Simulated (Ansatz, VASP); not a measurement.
Two plane-wave programs on Rh

```
CELL_PARAMETERS angstrom
2.80660 0.00000 0.00000
-1.40330 2.43059 0.00000
0.00000 0.00000 4.17460
ATOMIC_POSITIONS crystal
Rh 0.66667 0.33333 0.75000
Rh 0.33333 0.66667 0.25000
```

Alike in both runs: task single point; functional PBE; k mesh 18 × 18 × 10; occupations gaussian, width 0.15 eV; no spin polarisation.

|  | VASP | Ansatz |
| --- | --- | --- |
| version | VASP 6.6.1 | Ansatz 0.2.0 |
| potentials or method | VASP PAW PBE potentials, release 64 (Rh_pv), cutoff 520 eV | scalar-relativistic, plane waves, PAW |
| valence electrons in the cell | 30 | 34 |

Ansatz gave:

```
gap on the k mesh at the Fermi level (eV)                     : none
pressure (GPa)                                                : -0.1
traceless stress, the component that is largest in VASP (GPa) : 12.17
```

**Question.** Estimate VASP's values.

**Answer.** gap on the k mesh at the Fermi level (eV): none; pressure (GPa): -0.1; traceless stress, the component that is largest in VASP (GPa): 12.16.

A gap of «none» marks a metal or a gap that the smearing closes. VASP's potentials hold 30 valence electrons a cell and Ansatz's 34, so a difference there can come from the potentials and not from the codes.
